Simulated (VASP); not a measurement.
# BiTe (Pm-3m) in VASP: single point with PBE

Aim: the single point of BiTe with PBE.

Everything below comes from runs of VASP 6.6.1. Logs are shortened: lines on timing, memory, paths and dates and some standing lists are left out, and cuts for length are marked.

## (1) The cell of the first run

The structure is cubic, space group Pm-3m (No. 221). The conventional cell has a = 3.913 Å, b = 3.913 Å, c = 3.913 Å, α = 90.00°, β = 90.00°, γ = 90.00°. Within 4.5 Å of Bi (site symmetry m-3m) lie 8 Te at 3.39 Å and 6 Bi at 3.91 Å. Te (site symmetry m-3m) has 8 Bi at 3.39 Å and 6 Te at 3.91 Å within 4.5 Å.

## (2) Single point, PBE

INCAR reads:

```
PREC = Accurate
ENCUT = 520
EDIFF = 1E-6
ISMEAR = 0
SIGMA = 0.05
LREAL = False
LASPH = True
NELM = 100
ALGO = Normal
ISIF = 2
LWAVE = False
LCHARG = False
GGA = PE
NBANDS = 29
```

KPOINTS reads:

```
Automatic mesh
0
Gamma
  6 6 3
```

POSCAR reads:

```
BiTe
1.0
    3.9133058495      0.0000000000      0.0000000000
    0.0000000000      3.9133058495      0.0000000000
    0.0000000000      0.0000000000      7.8266116990
Bi Te
2 2
Direct
    0.0000000000      0.0000000000      0.0000000000
    0.0000000000      0.0000000000      0.5000000000
    0.5000000000      0.5000000000      0.2500000000
    0.5000000000      0.5000000000      0.7500000000
```

Potentials or basis: VASP PAW PBE potentials, release 64 (Bi_d, Te).

Started as:

```sh
> cat potpaw_PBE.64/Bi_d/POTCAR potpaw_PBE.64/Te/POTCAR > POTCAR
> mpirun -np 1 vasp_std > vasp.out
```

OUTCAR:

```text
PREC = Accurate
   ENCUT = 520
   EDIFF = 1E-6
   ISMEAR = 0
   LREAL = False
   LASPH = True
   NELM = 100
   ISIF = 2
   GGA = PE

 ion  position               nearest neighbor table
   1  0.000  0.000  0.000-   3 3.39   4 3.39   3 3.39   4 3.39   3 3.39   4 3.39   3 3.39   4 3.39
                             2 3.91   2 3.91
   2  0.000  0.000  0.500-   3 3.39   4 3.39   3 3.39   4 3.39   3 3.39   4 3.39   3 3.39   4 3.39
                             1 3.91   1 3.91
   3  0.500  0.500  0.250-   1 3.39   2 3.39   1 3.39   2 3.39   1 3.39   2 3.39   1 3.39   2 3.39

   4  0.500  0.500  0.750-   1 3.39   2 3.39   1 3.39   2 3.39   1 3.39   2 3.39   1 3.39   2 3.39

  LATTYP: Found a simple tetragonal cell.
 ALAT       =     3.9133058495
 C/A-ratio  =     2.0000000000

  Lattice vectors:

 A1 = (   3.9133058495,   0.0000000000,   0.0000000000)
 A2 = (   0.0000000000,   3.9133058495,   0.0000000000)
 A3 = (   0.0000000000,   0.0000000000,   7.8266116990)

Analysis of symmetry for initial positions (statically):
=====================================================================
 Subroutine PRICEL returns following result:

  LATTYP: Found a simple cubic cell.
 ALAT       =     3.9133058495

  Lattice vectors:

 A1 = (   3.9133058495,   0.0000000000,   0.0000000000)
 A2 = (   0.0000000000,   3.9133058495,   0.0000000000)
 A3 = (   0.0000000000,   0.0000000000,   3.9133058495)

   2 primitive cells build up your supercell.

 Routine SETGRP: Setting up the symmetry group for a
 simple tetragonal supercell.

 Subroutine GETGRP returns: Found 16 space group operations
 (whereof 16 operations were pure point group operations)
 out of a pool of 16 trial point group operations.

The static configuration has the point symmetry D_4h.

Analysis of symmetry for dynamics (positions and initial velocities):
=====================================================================
 Subroutine PRICEL returns following result:

  LATTYP: Found a simple cubic cell.
 ALAT       =     3.9133058495

  Lattice vectors:

 A1 = (   3.9133058495,   0.0000000000,   0.0000000000)
 A2 = (   0.0000000000,   3.9133058495,   0.0000000000)
 A3 = (   0.0000000000,   0.0000000000,   3.9133058495)

   2 primitive cells build up your supercell.

 Routine SETGRP: Setting up the symmetry group for a
 simple tetragonal supercell.

 Subroutine GETGRP returns: Found 16 space group operations
[... 96 lines left out ...]
   ENCUT  =  520.0 eV  38.22 Ry    6.18 a.u.   7.28  7.28 14.55*2*pi/ulx,y,z
   NELM   =    100;   NELMIN=  2; NELMDL= -5     # of ELM steps
   EDIFF  = 0.1E-05   stopping-criterion for ELM
   LREAL  =      F    real-space projection
   EDIFFG = 0.1E-04   stopping-criterion for IOM
   NSW    =      0    number of steps for IOM
   IBRION =     -1    ionic relax: 0-MD 1-quasi-New 2-CG
   NFREE  =      0    steps in history (QN), initial steepest desc. (CG)
   ISIF   =      2    stress and relaxation
   ISYM   =      2    0-nonsym 1-usesym 2-fastsym
   POTIM  = 0.5000    time-step for ionic-motion
   TEBEG  =    0.0;   TEEND  =   0.0 temperature during run
   PSTRESS=    0.0 pullay stress
   NELECT =      42.0000    total number of electrons
   NUPDOWN=      -1.0000    fix difference up-down
   EMIN   =  10.00;   EMAX   =-10.00  energy-range for DOS
   EFERMI =   0.00;   METHOD = LEGACY
   ISMEAR =     0;   SIGMA  =   0.05  broadening in eV -4-tet -1-fermi 0-gaus
   EFERMI_NEDOS =   21; number of points for ismear=-14 and -15
   IALGO  =     38    algorithm
   IMIX   =      4    mixing-type and parameters
     AMIX     =   0.40;   BMIX     =  1.00
     AMIX_MAG =   1.60;   BMIX_MAG =  1.00
  volume/ion in A,a.u.               =      29.96       202.21
  Fermi-wavevector in a.u.,A,eV,Ry     =   1.154173  2.181070 18.124520  1.332115
  Thomas-Fermi vector in A             =   2.290811
   LORBIT       =      0    0 simple, 1 ext, 2 COOP (PROOUT), +10 PAW based schemes
   GGA     = PE    functional components
   LHFCALC =     F    Hartree Fock is set to
   AEXX    =    0.0000 exact exchange contribution
   IVDW    =     0    specifies the selected vdW correction
   LEPSILON=     F    determine dielectric tensor
   LRPA    =     F    only Hartree local field effects (RPA)
 non-spin polarized calculation
 Gauss-broadening in eV      SIGMA  =   0.05
  energy-cutoff  :      520.00
  volume of cell :      119.86
 maximum number of plane-waves:      3268
 NGX is ok and might be reduce to    30
   NGX = 15   NGY = 15   NGZ = 29

 number of electron      41.9999980 magnetization

 Free energy of the ion-electron system (eV)
  ---------------------------------------------------
  ext. energy  EPLUGINS =         0.00000000
  ---------------------------------------------------
  free energy    TOTEN  =       -13.85174824 eV

  energy without entropy =      -13.84781957  energy(sigma->0) =      -13.84978391

 E-fermi :   7.8562     XC(G=0): -10.1483

 val. band max:        7.8219539527   @ k =   0.1667   0.0000   0.3333
 cond. band min:       7.9981273201   @ k =   0.5000   0.3333   0.3333
 fundamental gap:      0.1761733674
 Fermi energy:         7.8561579423

 k-point     1 :       0.0000    0.0000    0.0000
  band No.  band energies     occupation
      1     -15.4416      2.00000
      2     -15.4416      2.00000
      3     -15.4401      2.00000
      4     -15.4051      2.00000
      5     -15.4051      2.00000
      6     -15.3976      2.00000
[... 629 lines left out ...]
     28      15.9192      0.00000
     29      16.5570      0.00000

------------------------ aborting loop because EDIFF is reached ----------------------------------------

  FORCE on cell =-STRESS in cart. coord.  units (eV):
  Direction    XX          YY          ZZ          XY          YZ          ZX
  --------------------------------------------------------------------------------------
  -------------------------------------------------------------------------------------
  Total        0.2603514      0.2603514      0.2603785      0.0000000      0.0000000     -0.0000000
  in kB        3.4802396      3.4802396      3.4806017      0.0000000      0.0000000     -0.0000000
  external PRESSURE =       3.4803603 kB  Pullay stress =       0.0000000 kB

 VOLUME and BASIS-vectors are now :
 -----------------------------------------------------------------------------
  energy-cutoff  :      520.00
  volume of cell :      119.86
      direct lattice vectors                 reciprocal lattice vectors
     3.913305849  0.000000000  0.000000000     0.255538422  0.000000000  0.000000000
     0.000000000  3.913305849  0.000000000     0.000000000  0.255538422  0.000000000
     0.000000000  0.000000000  7.826611699     0.000000000  0.000000000  0.127769211

 POSITION                                       TOTAL-FORCE (eV/Angst)
 -----------------------------------------------------------------------------------
      0.00000      0.00000      0.00000         0.000000      0.000000      0.000000
      0.00000      0.00000      3.91331         0.000000      0.000000      0.000000
      1.95665      1.95665      1.95665         0.000000      0.000000      0.000000
      1.95665      1.95665      5.86996         0.000000      0.000000      0.000000
 -----------------------------------------------------------------------------------
    total drift:                               -0.000000     -0.000000      0.000000

  FREE ENERGIE OF THE ION-ELECTRON SYSTEM (eV)
  ---------------------------------------------------
  free  energy   TOTEN  =       -13.8517482429 eV

  energy  without entropy=      -13.8478195679  energy(sigma->0) =      -13.84978391
```

Run time: 65 s. Hardware: 1 thread of AMD EPYC 7R43 (Zen 3), shared host; peak memory 0.21 GiB.

Results:

* Free energy: -13.8517 eV
* Pressure: 0.3 GPa
* Band gap on the k mesh: zero (band 21 reaches 8.78 eV, above the bottom of band 22 at 5.34 eV)

Caveat: spin-orbit coupling is left out, which moves the levels of the heavy elements.
